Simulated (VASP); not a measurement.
# Ti: single point with PBEsol

Ti:

```
CELL_PARAMETERS angstrom
-1.64100 1.64100 1.64100
1.64100 -1.64100 1.64100
1.64100 1.64100 -1.64100
ATOMIC_POSITIONS crystal
Ti 0.00000 0.00000 0.00000
```

- Program: VASP 6.6.1
- Task: single point
- Functional: PBEsol
- Potentials or basis: VASP PAW PBE potentials, release 64 (Ti_sv)
- Cutoff: 520 eV
- k mesh: 8 × 8 × 8
- Occupations: fermi-dirac, width 0.02 eV
- Spin: no spin polarisation

* Pressure: -7.1 GPa
* Band gap on the k mesh: zero (band 6 reaches 8.75 eV, above the bottom of band 7 at 7.18 eV)

Levels at points of the mesh, in eV from the Fermi level:
| k point | band 2 | band 3 | band 4 | band 5 | band 6 | band 7 | band 8 | band 9 | band 10 | band 11 |
| --- | --- | --- | --- | --- | --- | --- | --- | --- | --- | --- |
| (0.00, 0.00, 0.00) | -32.28 | -32.28 | -32.28 | -5.90 | 0.98 | 0.98 | 0.98 | 2.72 | 2.72 | 17.30 |
| (0.50, 0.00, 0.00) | -32.93 | -32.49 | -32.29 | -2.40 | -0.37 | 1.11 | 2.70 | 3.05 | 4.21 | 8.60 |
| (0.50, 0.50, 0.50) | -32.73 | -32.73 | -32.73 | -2.03 | -2.03 | 3.87 | 3.87 | 3.87 | 8.22 | 8.22 |

Run time: 11 s on 1 thread of Intel Xeon 8259CL, on a shared host, peak memory 0.14 GiB.

Caveat: the PAW data sets were made with another functional, which shifts forces and pressure a little.
